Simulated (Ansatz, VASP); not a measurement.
KBr: VASP beside Ansatz

File POSCAR:

```
KBr
1.0
    0.0000000000      3.2196916193      3.3244293903
    3.2196916193      0.0000000000      3.3244293903
    3.2196916193      3.2196916193      0.0000000000
K Br
1 1
Direct
    0.0000000000      0.0000000000      0.0000000000
    0.5000000000      0.5000000000      0.5000000000
```

File INCAR.step1:

```
SYSTEM = KBr
PREC = Accurate ; ENCUT = 520
ISMEAR = 0 ; SIGMA = 0.01
LREAL = .False. ; LASPH = .True.
NELM = 100 ; NBANDS = 15
GGA = PE ; ALGO = Normal
EDIFF = 1E-4 ; LWAVE = .True.
LCHARG = .False.
```

The input INCAR.step2:

```
SYSTEM = KBr
PREC = Accurate ; ENCUT = 520
EDIFF = 1E-7 ; ISMEAR = 0
SIGMA = 0.01 ; LREAL = .False.
LASPH = .True. ; NELM = 100
ALGO = Normal ; ISIF = 2
LWAVE = .False. ; LCHARG = .False.
METAGGA = R2SCAN ; LMIXTAU = .True.
NBANDS = 15 ; ISTART = 1
```

The input KPOINTS:

```
regular mesh
0
Gamma
  6 6 6
  0 0 0
```

Input for Ansatz:

```yaml
crystal:
  lattice:
    - [0.0, 3.2196916193, 3.3244293903]
    - [3.2196916193, 0.0, 3.3244293903]
    - [3.2196916193, 3.2196916193, 0.0]
  atoms:
    - { symbol: K, position: [0.0, 0.0, 0.0] }
    - { symbol: Br, position: [0.5, 0.5, 0.5] }
kpoints:
  mp_grid: { grid: [6, 6, 6] }
  band_path:
    path:
      - [0.0, 0.0, 0.0]
      - [0.5, 0.0, 0.5]
      - [0.625, 0.25, 0.625]
      - [0.375, 0.375, 0.75]
      - [0.5, 0.5, 0.5]
      - [0.5, 0.25, 0.75]
    npoints: 1
hamiltonian:
  xc: r2scan
scf:
  occupations: { method: fixed }
  n_extra_bands: 4
output:
  forces: true
  stress: true
  eigenvalues: true
```

Change from the starting cell: epitaxial_xy strain -2.5%.

Alike in both runs: task single point; functional r2SCAN; k mesh 6 × 6 × 6; no spin polarisation.

```csv
,VASP,Ansatz
version,VASP 6.6.1,Ansatz 0.2.0
potentials or method,"VASP PAW PBE potentials, release 64 (K_sv, Br)","plane waves, PAW"
plane-wave cutoff (eV),520,500
occupations,"gaussian, width 0.01 eV",fixed
valence electrons in the cell,16,16
```

Ansatz gave:

* gap on the k mesh at the Fermi level (eV): 5.19
* pressure (GPa): 0.9
* traceless stress, the component that is largest in VASP (GPa): -0.87

Task: Estimate VASP's values.

Result: gap on the k mesh at the Fermi level (eV): 5.19; pressure (GPa): 0.9; traceless stress, the component that is largest in VASP (GPa): -0.88.

VASP's potentials were made for PBE, not for r2SCAN.
